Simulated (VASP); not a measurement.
# La (Pm-3m) in VASP: further runs

La is run at these levels: PBEsol; tasks: single point.

Everything below comes from runs of VASP 6.6.1. Logs are shortened: lines on timing, memory, paths and dates and some standing lists are left out, and cuts for length are marked.

**1. The cell of the first run**

It takes space group Pm-3m (No. 221, cubic). The conventional cell has a = 3.306 Å, b = 3.306 Å, c = 3.306 Å, α = 90.00°, β = 90.00°, γ = 90.00°. Within 4.3 Å of La (site symmetry m-3m) lie 6 La at 3.31 Å.

**2. Single point, PBEsol (volume scaled by 1.08)**

The input, INCAR:

```
PREC = Accurate
ENCUT = 520
EDIFF = 1E-6
ISMEAR = -1
SIGMA = 0.1
LREAL = False
LASPH = True
NELM = 80
ALGO = Normal
ISIF = 2
LWAVE = False
LCHARG = False
GGA = PS
NBANDS = 12
```

The input, KPOINTS:

```
regular mesh
0
Gamma
  11 11 11
```

The input, POSCAR:

```
La
1.0
    3.3058786613      0.0000000000      0.0000000000
    0.0000000000      3.3058786613      0.0000000000
    0.0000000000      0.0000000000      3.3058786613
La
1
Direct
    0.0000000000      0.0000000000      0.0000000000
```

Potentials or basis: VASP PAW PBE potentials, release 64 (La).

Launch:

```
$ cat potpaw_PBE.64/La/POTCAR > POTCAR
$ mpirun -np 1 vasp_std > vasp.out
```

OUTCAR:

```text
PREC = Accurate
   ENCUT = 520
   EDIFF = 1E-6
   ISMEAR = -1
   LREAL = False
   LASPH = True
   NELM = 80
   ISIF = 2
   GGA = PS

 ion  position               nearest neighbor table
   1  0.000  0.000  0.000-

  LATTYP: Found a simple cubic cell.
 ALAT       =     3.3058786613

  Lattice vectors:

 A1 = (   3.3058786613,   0.0000000000,   0.0000000000)
 A2 = (   0.0000000000,   3.3058786613,   0.0000000000)
 A3 = (   0.0000000000,   0.0000000000,   3.3058786613)

Analysis of symmetry for initial positions (statically):
=====================================================================
 Subroutine PRICEL returns:
 Original cell was already a primitive cell.

 Routine SETGRP: Setting up the symmetry group for a
 simple cubic supercell.

 Subroutine GETGRP returns: Found 48 space group operations
 (whereof 48 operations were pure point group operations)
 out of a pool of 48 trial point group operations.

The static configuration has the point symmetry O_h .

Analysis of symmetry for dynamics (positions and initial velocities):
=====================================================================
 Subroutine PRICEL returns:
 Original cell was already a primitive cell.

 Routine SETGRP: Setting up the symmetry group for a
 simple cubic supercell.

 Subroutine GETGRP returns: Found 48 space group operations
 (whereof 48 operations were pure point group operations)
 out of a pool of 48 trial point group operations.

The dynamic configuration has the point symmetry O_h .

 Subroutine INISYM returns: Found 48 space group operations
 (whereof 48 operations are pure point group operations),
 and found     1 'primitive' translations

----------------------------------------------------------------------------------------

                                     Primitive cell

  volume of cell :      36.1294

  direct lattice vectors                    reciprocal lattice vectors
     3.305878661  0.000000000  0.000000000     0.302491441  0.000000000  0.000000000
     0.000000000  3.305878661  0.000000000     0.000000000  0.302491441  0.000000000
     0.000000000  0.000000000  3.305878661     0.000000000  0.000000000  0.302491441

  length of vectors
     3.305878661  3.305878661  3.305878661     0.302491441  0.302491441  0.302491441

  position of ions in fractional coordinates (direct lattice)
     0.000000000  0.000000000  0.000000000

  ion indices of the primitive-cell ions
   primitive index   ion index
                 1           1

----------------------------------------------------------------------------------------

 KPOINTS: regular mesh

Automatic generation of k-mesh.
 Grid dimensions read from file:
 generate k-points for:   11   11   11

 Generating k-lattice:

  Cartesian coordinates                     Fractional coordinates (reciprocal lattice)
     0.027499222  0.000000000  0.000000000     0.090909091  0.000000000  0.000000000
     0.000000000  0.027499222  0.000000000     0.000000000  0.090909091  0.000000000
     0.000000000  0.000000000  0.027499222     0.000000000  0.000000000  0.090909091

  Length of vectors
     0.027499222  0.027499222  0.027499222

  Shift w.r.t. Gamma in fractional coordinates (k-lattice)
     0.000000000  0.000000000  0.000000000

 Subroutine IBZKPT returns following result:
 ===========================================

 Found     56 irreducible k-points:

 Following reciprocal coordinates:
            Coordinates               Weight
  0.000000  0.000000  0.000000      1.000000
  0.090909  0.000000  0.000000      6.000000
  0.181818  0.000000  0.000000      6.000000
  0.272727  0.000000  0.000000      6.000000
  0.363636  0.000000  0.000000      6.000000
  0.454545  0.000000  0.000000      6.000000
[... 16 lines left out ...]
  0.181818  0.090909  0.090909     24.000000
  0.272727  0.090909  0.090909     24.000000
 [... further k-points ...]
   k-points           NKPTS =     56   k-points in BZ     NKDIM =     56   number of bands    NBANDS=     12
   number of dos      NEDOS =    301   number of ions     NIONS =      1
   total plane-waves  NPLWV =  21952
   dimension x,y,z NGX =    28 NGY =   28 NGZ =   28
   dimension x,y,z NGXF=    56 NGYF=   56 NGZF=   56
   ions per type =               1
   NGX,Y,Z   is equivalent  to a cutoff of  14.08, 14.08, 14.08 a.u.
   NGXF,Y,Z  is equivalent  to a cutoff of  28.16, 28.16, 28.16 a.u.
 SYSTEM =  unknown system
   PREC   = accura    normal or accurate (medium, high low for compatibility)
   ISTART =      0    job   : 0-new  1-cont  2-samecut
   ICHARG =      2    charge: 1-file 2-atom 10-const
   ISPIN  =      1    spin polarized calculation?
   LNONCOLLINEAR =      F non collinear calculations
   LSORBIT =      F    spin-orbit coupling
   LASPH  =      T    aspherical Exc in radial PAW
   ENCUT  =  520.0 eV  38.22 Ry    6.18 a.u.   6.15  6.15  6.15*2*pi/ulx,y,z
   NELM   =     80;   NELMIN=  2; NELMDL= -5     # of ELM steps
   EDIFF  = 0.1E-05   stopping-criterion for ELM
   LREAL  =      F    real-space projection
   EDIFFG = 0.1E-04   stopping-criterion for IOM
   NSW    =      0    number of steps for IOM
   IBRION =     -1    ionic relax: 0-MD 1-quasi-New 2-CG
   NFREE  =      0    steps in history (QN), initial steepest desc. (CG)
   ISIF   =      2    stress and relaxation
   ISYM   =      2    0-nonsym 1-usesym 2-fastsym
   POTIM  = 0.5000    time-step for ionic-motion
   TEBEG  =    0.0;   TEEND  =   0.0 temperature during run
   PSTRESS=    0.0 pullay stress
   NELECT =      11.0000    total number of electrons
   NUPDOWN=      -1.0000    fix difference up-down
   EMIN   =  10.00;   EMAX   =-10.00  energy-range for DOS
   EFERMI =   0.00;   METHOD = LEGACY
   ISMEAR =    -1;   SIGMA  =   0.10  broadening in eV -4-tet -1-fermi 0-gaus
   EFERMI_NEDOS =   21; number of points for ismear=-14 and -15
   IALGO  =     38    algorithm
   IMIX   =      4    mixing-type and parameters
     AMIX     =   0.40;   BMIX     =  1.00
     AMIX_MAG =   1.60;   BMIX_MAG =  1.00
  volume/ion in A,a.u.               =      36.13       243.81
  Fermi-wavevector in a.u.,A,eV,Ry     =   1.101333  2.081218 16.502987  1.212935
  Thomas-Fermi vector in A             =   2.237759
   LORBIT       =      0    0 simple, 1 ext, 2 COOP (PROOUT), +10 PAW based schemes
   GGA     = PS    functional components
   LHFCALC =     F    Hartree Fock is set to
   AEXX    =    0.0000 exact exchange contribution
   IVDW    =     0    specifies the selected vdW correction
   LEPSILON=     F    determine dielectric tensor
   LRPA    =     F    only Hartree local field effects (RPA)
 non-spin polarized calculation
  energy-cutoff  :      520.00
  volume of cell :       36.13
 maximum number of plane-waves:       987
 NGX is ok and might be reduce to    28
   NGX = 13   NGY = 13   NGZ = 13

 number of electron      11.0000000 magnetization

 Free energy of the ion-electron system (eV)
  ---------------------------------------------------
  ext. energy  EPLUGINS =         0.00000000
  ---------------------------------------------------
  free energy    TOTEN  =        -4.87787856 eV

  energy without entropy =       -4.80691534  energy(sigma->0) =       -4.84239695

 E-fermi :   7.8260     XC(G=0):  -9.7390

 val. band max:        7.8098277355   @ k =   0.4545   0.2727   0.0000
 cond. band min:       7.8415058734   @ k =   0.4545   0.4545   0.2727
 fundamental gap:      0.0316781379
 Fermi energy:         7.8260287034

 k-point     1 :       0.0000    0.0000    0.0000
  band No.  band energies     occupation
      1     -25.2145      2.00000
      2      -7.8408      2.00000
      3      -7.8408      2.00000
      4      -7.8408      2.00000
      5       4.9638      2.00000
      6       6.6857      1.99998
      7       6.6857      1.99998
      8       9.8141      0.00000
      9       9.8141      0.00000
     10       9.8141      0.00000
     11      10.0323      0.00000
     12      10.0323      0.00000

 k-point     2 :       0.0909    0.0000    0.0000
  band No.  band energies     occupation
      1     -25.1952      2.00000
      2      -8.0306      2.00000
      3      -7.8247      2.00000
      4      -7.8247      2.00000
      5       5.1637      2.00000
      6       6.7380      1.99996
      7       6.9587      1.99966
      8       9.7872      0.00000
      9       9.8239      0.00000
     10       9.8239      0.00000
     11       9.9916      0.00000
     12      10.0384      0.00000

 k-point     3 :       0.1818    0.0000    0.0000
  band No.  band energies     occupation
      1     -25.1427      2.00000
      2      -8.5070      2.00000
      3      -7.7810      2.00000
      4      -7.7810      2.00000
      5       5.6098      2.00000
      6       6.8870      1.99983
      7       7.7884      1.18582
      8       9.7072      0.00000
      9       9.8518      0.00000
     10       9.8518      0.00000
     11       9.8557      0.00000
     12      10.0596      0.00000
[... 286 lines left out ...]
 k-point    23 :       0.1818    0.0909    0.0909
  band No.  band energies     occupation
      1     -25.1045      2.00000
      2      -8.4694      2.00000
      3      -7.9591      2.00000
      4      -7.9402      2.00000
      5       6.0418      2.00000
      6       7.2879      1.99083
      7       7.9060      0.62037
      8       9.6385      0.00000
      9       9.6780      0.00000
     10       9.8275      0.00000
     11       9.8871      0.00000
     12      10.1234      0.00000

 k-point    24 :       0.2727    0.0909    0.0909
  band No.  band energies     occupation
      1     -25.0346      2.00000
      2      -9.0310      2.00000
      3      -7.8973      2.00000
      4      -7.8795      2.00000
      5       6.5326      2.00000
      6       7.4943      1.93002
      7       8.8566      0.00007
      8       9.4631      0.00000
      9       9.4711      0.00000
     10       9.8376      0.00000
     11       9.9302      0.00000
     12      10.1757      0.00000

 [... further k-points ...]
[... 5 lines left out ...]
  --------------------------------------------------------------------------------------
  -------------------------------------------------------------------------------------
  Total       -0.3868362     -0.3868362     -0.3868362      0.0000000      0.0000000     -0.0000000
  in kB      -17.1544556    -17.1544556    -17.1544556      0.0000000      0.0000000     -0.0000000
  external PRESSURE =     -17.1544556 kB  Pullay stress =       0.0000000 kB

 VOLUME and BASIS-vectors are now :
 -----------------------------------------------------------------------------
  energy-cutoff  :      520.00
  volume of cell :       36.13
      direct lattice vectors                 reciprocal lattice vectors
     3.305878661  0.000000000  0.000000000     0.302491441  0.000000000  0.000000000
     0.000000000  3.305878661  0.000000000     0.000000000  0.302491441  0.000000000
     0.000000000  0.000000000  3.305878661     0.000000000  0.000000000  0.302491441

 POSITION                                       TOTAL-FORCE (eV/Angst)
 -----------------------------------------------------------------------------------
      0.00000      0.00000      0.00000         0.000000      0.000000      0.000000
 -----------------------------------------------------------------------------------
    total drift:                               -0.000000     -0.000000     -0.000000

  FREE ENERGIE OF THE ION-ELECTRON SYSTEM (eV)
  ---------------------------------------------------
  free  energy   TOTEN  =        -4.8778785555 eV

  energy  without entropy=       -4.8069153404  energy(sigma->0) =       -4.84239695
```

Wall time 21 s (1 thread of Intel Xeon 6975P-C (Granite Rapids), shared host); peak memory 0.18 GiB.

What came out:

* Free energy: -4.8779 eV
* Pressure: -1.7 GPa

Caveat: the cell differs from its parent crystal (volume scaled by 1.08); the PAW data sets were made with another functional, which shifts forces and pressure a little; spin-orbit coupling is left out, which moves the levels of the heavy elements.

**3. Single point, PBEsol (volume scaled by 1.12)**

The input, INCAR:

```
PREC = Accurate ; ENCUT = 520
EDIFF = 1E-7 ; ISMEAR = -1
SIGMA = 0.1 ; LREAL = False
LASPH = True ; NELM = 60
ALGO = Normal ; ISIF = 2
LWAVE = False ; LCHARG = False
GGA = PS ; NBANDS = 12
```

KPOINTS is that of step 2.

The input, POSCAR:

```
La
1.0
    3.3461982284      0.0000000000      0.0000000000
    0.0000000000      3.3461982284      0.0000000000
    0.0000000000      0.0000000000      3.3461982284
La
1
Direct
    0.0000000000      0.0000000000      0.0000000000
```

Potentials or basis: VASP PAW PBE potentials, release 64 (La).

Launch:

```
$ cat potpaw_PBE.64/La/POTCAR > POTCAR
$ mpirun -np 1 vasp_std > vasp.out
```

It took 22 s on 1 thread of Intel Xeon 6975P-C (Granite Rapids), shared host; peak memory 0.18 GiB.

The run converged. Its results:

```
Free energy : -4.8607 eV
Pressure    : -2.4 GPa
```

Levels at points of the mesh, in eV from the Fermi level:
```tsv
k point	band 4	band 5	band 6	band 7	band 8	band 9
(0.00, 0.00, 0.00)	-15.78	-2.89	-1.08	-1.08	1.91	1.91
```

Caveat: the cell differs from its parent crystal (volume scaled by 1.12); the PAW data sets were made with another functional, which shifts forces and pressure a little; spin-orbit coupling is left out, which moves the levels of the heavy elements.

**4. Single point, PBEsol**

This run uses another cell than the first one, of 33.45 Å³/atom, 0.926 times its volume.

The input, INCAR:

```
PREC = Accurate
ENCUT = 520
EDIFF = 1E-6
ISMEAR = -1
SIGMA = 0.1
LREAL = False
LASPH = True
NELM = 100
ALGO = Normal
ISIF = 2
LWAVE = False
LCHARG = False
GGA = PS
NBANDS = 12
```

The input, KPOINTS:

```
Automatic mesh
0
Gamma
  16 16 16
```

The input, POSCAR:

```
La
1.0
    3.2221492820      0.0000000000      0.0000000000
    0.0000000000      3.2221492820      0.0000000000
    0.0000000000      0.0000000000      3.2221492820
La
1
Direct
    0.0000000000      0.0000000000      0.0000000000
```

Launch:

```
$ cat potpaw_PBE.64/La/POTCAR > POTCAR
$ mpirun -np 1 vasp_std > vasp.out
```

Wall time 22 s (1 thread of Intel Xeon 6975P-C (Granite Rapids), shared host); peak memory 0.2 GiB.

The run converged. Its results:

| Item | Value |
| --- | --- |
| Free energy | -4.8957 eV |
| Pressure | 0.1 GPa |

Levels at points of the mesh, in eV from the Fermi level:
```csv
k point,band 3,band 4,band 5,band 6,band 7,band 8
"(0.00, 0.00, 0.00)",-15.43,-15.43,-2.79,-1.28,-1.28,2.14
"(0.50, 0.00, 0.00)",-15.16,-15.16,-0.51,-0.36,1.02,1.53
"(0.50, 0.50, 0.00)",-17.45,-14.92,-2.77,0.71,1.60,1.60
"(0.50, 0.50, 0.50)",-17.10,-17.10,-1.30,-1.30,-1.30,1.24
```

Caveat: the PAW data sets were made with another functional, which shifts forces and pressure a little; spin-orbit coupling is left out, which moves the levels of the heavy elements.

**5. Summary**

```tsv
cell	k mesh	gap on the mesh (eV)	pressure (GPa)
a = 3.306 Å, 1 atom	11 × 11 × 11	none	-1.7
a = 3.346 Å, 1 atom	11 × 11 × 11	none	-2.4
a = 3.222 Å, 1 atom	16 × 16 × 16	none	0.1
```

Alike in all rows: task single point; level PBEsol; potentials or basis VASP PAW PBE potentials, release 64 (La); no spin polarisation; cutoff (eV) 520; smearing fermi-dirac 0.1 eV.

Caveats: the PAW data sets were made with another functional, which shifts forces and pressure a little; spin-orbit coupling is left out, which moves the levels of the heavy elements.

Absolute energies hang on the potentials; compare differences alone.
